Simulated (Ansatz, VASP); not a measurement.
# Two plane-wave programs on Ge

Contents of INCAR:

```
SYSTEM = Ge
ALGO = Normal
EDIFF = 1E-6
EDIFFG = -0.001
ENCUT = 600
GGA = PE
IBRION = 2
ISIF = 3
ISMEAR = -1
LASPH = .True.
LCHARG = .False.
LREAL = .False.
LWAVE = .False.
NELM = 80
NSW = 80
PREC = Accurate
SIGMA = 0.15
```

File KPOINTS:

```
k-points
0
Gamma
  14 14 14
  0 0 0
```

Contents of POSCAR:

```
Ge
1.0
    0.0000000000      2.8805347708      2.8805347708
    2.8805347708      0.0000000000      2.8805347708
    2.8805347708      2.8805347708      0.0000000000
Ge
2
Direct
    0.5000000000      0.5000000000      0.5000000000
    0.7500000000      0.7500000000      0.7500000000
```

Input for Ansatz:

```yaml
crystal:
  lattice:
    - [0.0, 2.8805347708, 2.8805347708]
    - [2.8805347708, 0.0, 2.8805347708]
    - [2.8805347708, 2.8805347708, 0.0]
  atoms:
    - { symbol: Ge, position: [0.5, 0.5, 0.5] }
    - { symbol: Ge, position: [0.75, 0.75, 0.75] }
basis:
  ecutwfc: 420
kpoints:
  mp_grid: { grid: [14, 14, 14] }
hamiltonian:
  xc: pbe
scf:
  occupations: { method: fermi_dirac, width: 0.15 }
output:
  forces: true
  stress: true
  eigenvalues: true
relax:
  adjacent_minimum: "off"
  f_tol: 0.001
  max_steps: 60
  cell: { stress_tol: 0.01 }
```

Alike in both runs: task relaxation of cell and atoms; functional PBE; k mesh 14 × 14 × 14; occupations fermi-dirac, width 0.15 eV; no spin polarisation.

```csv
,VASP,Ansatz
version,VASP 6.6.1,Ansatz 0.2.0
potentials or method,"VASP PAW PBE potentials, release 64 (Ge_d), cutoff 600 eV","scalar-relativistic, plane waves, PAW"
valence electrons in the cell,28,28
```

```tsv
	VASP	Ansatz	Ansatz less VASP
gap on the k mesh at the Fermi level, each at its own relaxed structure (eV)	none	none	-
relaxed volume (Å³/atom)	23.90	23.93	+0.032
relaxed length of the cell vector where the two differ most in proportion (Å)	4.074	4.076	+0.0018
```

A gap of «none» marks a metal or a gap that the smearing closes.

Noted on VASP's run: the relaxation stopped at its first step, so nothing moved.
